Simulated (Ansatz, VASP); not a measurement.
# Ge in VASP and in Ansatz

File INCAR:

```
PREC = Accurate ; ENCUT = 520
EDIFF = 1E-6 ; ISMEAR = 0
SIGMA = 0.15 ; LREAL = False
LASPH = True ; NELM = 100
ALGO = Normal ; ISIF = 2
LWAVE = False ; LCHARG = False
GGA = CA ; NBANDS = 13
```

The input KPOINTS:

```
regular mesh
0
Gamma
  20 20 20
```

POSCAR

```
Ge
1.0
    0.0000000000      2.0983605250      2.1613113407
    2.0983605250      0.0000000000      2.1613113407
    2.0983605250      2.0983605250      0.0000000000
Ge
1
Direct
    0.0000000000      0.0000000000      0.0000000000
```

Input for Ansatz:

```yaml
crystal:
  lattice:
    - [0.0, 2.098360525, 2.1613113407]
    - [2.098360525, 0.0, 2.1613113407]
    - [2.098360525, 2.098360525, 0.0]
  atoms:
    - { symbol: Ge, position: [0.0, 0.0, 0.0] }
basis:
  ecutwfc: 420
kpoints:
  mp_grid: { grid: [20, 20, 20] }
hamiltonian:
  xc: lda
scf:
  occupations: { method: gaussian, width: 0.15 }
output:
  forces: true
  stress: true
  eigenvalues: true
```

Change from the starting cell: strain +0.000 along x and y, +0.030 along z, atoms carried along.

Alike in both runs: task single point; functional LDA; k mesh 20 × 20 × 20; occupations gaussian, width 0.15 eV; no spin polarisation.

|  | VASP | Ansatz |
| --- | --- | --- |
| version | VASP 6.6.1 | Ansatz 0.2.0 |
| potentials or method | VASP PAW LDA potentials, release 64 (Ge_d), cutoff 520 eV | scalar-relativistic, plane waves, PAW |
| valence electrons in the cell | 14 | 14 |

Ansatz gave:

- gap on the k mesh at the Fermi level (eV): none
- pressure (GPa): -3.2
- traceless stress, the component that is largest in VASP (GPa): 0.64

Task: What did VASP give for the same quantities?

Result: gap on the k mesh at the Fermi level (eV): none; pressure (GPa): -3.1; traceless stress, the component that is largest in VASP (GPa): 0.65.

LDA's correlation is that of Perdew and Zunger in VASP and of Perdew and Wang (1992) in Ansatz. A gap of «none» marks a metal or a gap that the smearing closes.
